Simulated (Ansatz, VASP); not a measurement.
## One calculation of HfIn4SiO6, two programs

File INCAR:

```
SYSTEM = HfIn4SiO6
ALGO = Normal ; EDIFF = 1E-6
ENCUT = 520 ; GGA = RP
ISIF = 2 ; ISMEAR = -1
LASPH = .TRUE. ; LCHARG = .TRUE.
LELF = .TRUE. ; LREAL = .FALSE.
LVHAR = .TRUE. ; LWAVE = .FALSE.
NBANDS = 63 ; NELM = 100
PREC = Accurate ; SIGMA = 0.05
```

Contents of KPOINTS:

```
k-points
0
G
  4 4 3
  0 0 0
```

File POSCAR:

```
HfIn4SiO6
1.0
    2.7158500000     -4.7035700000      0.0083300000
    2.7158500000      4.7035700000      0.0083300000
   -1.8791500000      0.0000000000      7.4012700000
Hf In Si O
1 4 1 6
Direct
    0.7883500000      0.2116500000      0.0000000000
    0.6217500000      0.3782500000      0.5000000000
    0.4550200000      0.5449800000      0.0000000000
    0.2840700000      0.7159300000      0.5000000000
    0.9581400000      0.0418600000      0.5000000000
    0.1216800000      0.8783200000      0.0000000000
    0.0621900000      0.1141500000      0.8666600000
    0.8858500000      0.9378100000      0.1333400000
    0.7949000000      0.5378400000      0.8666300000
    0.4621600000      0.2051000000      0.1333700000
    0.1535200000      0.6287900000      0.1333300000
    0.3712100000      0.8464800000      0.8666700000
```

input.yaml

```yaml
crystal:
  lattice:
    - [2.71585, -4.70357, 0.00833]
    - [2.71585, 4.70357, 0.00833]
    - [-1.87915, 0.0, 7.40127]
  atoms:
    - { symbol: Hf, position: [0.78835, 0.21165, 0.0] }
    - { symbol: In, position: [0.62175, 0.37825, 0.5] }
    - { symbol: In, position: [0.45502, 0.54498, 0.0] }
    - { symbol: In, position: [0.28407, 0.71593, 0.5] }
    - { symbol: In, position: [0.95814, 0.04186, 0.5] }
    - { symbol: Si, position: [0.12168, 0.87832, 0.0] }
    - { symbol: O, position: [0.06219, 0.11415, 0.86666] }
    - { symbol: O, position: [0.88585, 0.93781, 0.13334] }
    - { symbol: O, position: [0.7949, 0.53784, 0.86663] }
    - { symbol: O, position: [0.46216, 0.2051, 0.13337] }
    - { symbol: O, position: [0.15352, 0.62879, 0.13333] }
    - { symbol: O, position: [0.37121, 0.84648, 0.86667] }
kpoints:
  mp_grid: { grid: [4, 4, 3] }
  band_path:
    path:
      - [0.0, 0.0, 0.0]
      - [-0.333349007, -0.333349007, 0.0569735895]
      - [-0.3635935574, -0.3635935574, 0.4067587612]
      - [-0.3031044566, -0.3031044566, 0.7071884177]
      - [0.0, 0.0, 0.5]
      - [-0.5, 0.5, 0.5]
      - [-0.6364064426, 0.3635935574, 0.5932412388]
    npoints: 12
scf:
  occupations: { method: fermi_dirac, width: 0.05 }
hamiltonian:
  xc: rpbe
  pseudopotentials: { kind: all_electron, lapw: { basis_error: 0.002 } }
output:
  forces: true
  stress: true
  eigenvalues: true
```

Alike in both runs: functional RPBE; k mesh 4 × 4 × 3; occupations fermi-dirac, width 0.05 eV; no spin polarisation.

|  | VASP | Ansatz |
| --- | --- | --- |
| version | VASP 6.6.1 | Ansatz 0.2.0 |
| potentials or method | VASP PAW PBE potentials, release 64 (Hf_pv, In_d, Si, O), cutoff 520 eV | all-electron LAPW, scalar-relativistic |
| task | single point | band structure |

```tsv
	VASP	Ansatz	Ansatz less VASP
gap on the k mesh at the Fermi level (eV)	none	none	-
pressure (GPa)	2.2	2.7	+0.51
traceless stress, the component that is largest in VASP (GPa)	0.43	0.32	-0.111
rms of the force components (eV/Å)	0.078	0.071	-0.0069
```

VASP's potentials were made for PBE, not for RPBE. Atom by atom the forces differ by 0.053 eV/Å (rms over components). A gap of «none» marks a metal or a gap that the smearing closes. Ansatz ran all-electron here, and VASP with PAW potentials.

Spin-orbit coupling is off throughout. Noted on Ansatz's run: the k mesh is thin for a metal, which can move the energy by tens of meV per atom.
